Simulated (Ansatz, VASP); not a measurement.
**SrNiPt3: VASP beside Ansatz**

```xyz
5
Lattice="4.2106 0.0000 0.0000 0.0000 4.2106 0.0000 0.0000 0.0000 4.2634" Properties=species:S:1:pos:R:3 pbc="T T T"
Sr    0.0000    0.0000    0.0000
Ni    2.1053    2.1053    2.1956
Pt    2.1053    2.1053    4.1568
Pt    0.0000    2.1053    2.0677
Pt    2.1053    0.0000    2.0677
```

Alike in both runs: task single point; functional PBE; k mesh 4 × 4 × 4; occupations gaussian, width 0.1 eV; collinear spin.

```csv
,VASP,Ansatz
version,VASP 6.6.1,Ansatz 0.2.0
potentials or method,"VASP PAW PBE potentials, release 64 (Sr_sv, Ni, Pt), cutoff 520 eV","scalar-relativistic, plane waves, PAW"
valence electrons in the cell,50,82
```

```csv
,VASP,Ansatz,Ansatz less VASP
gap on the k mesh at the Fermi level (eV),none,none,-
rms of the force components (eV/Å),2.753,2.906,+0.1529
net moment per atom (μB),0.11,0.11,-0.004
size of the moment on the site where the two differ most (μB),0.07,0.05,-0.023
```

Site moments also hang on the region over which each program counts them. Atom by atom the forces differ by 0.158 eV/Å (rms over components). A gap of «none» marks a metal or a gap that the smearing closes. With one functional, cell and mesh, what is left measures potentials, basis and numerics. VASP's potentials hold 50 valence electrons a cell and Ansatz's 82, so a difference there can come from the potentials and not from the codes.

The k mesh is coarse, so the values compare programs but aren't converged. Spin-orbit coupling is off throughout.
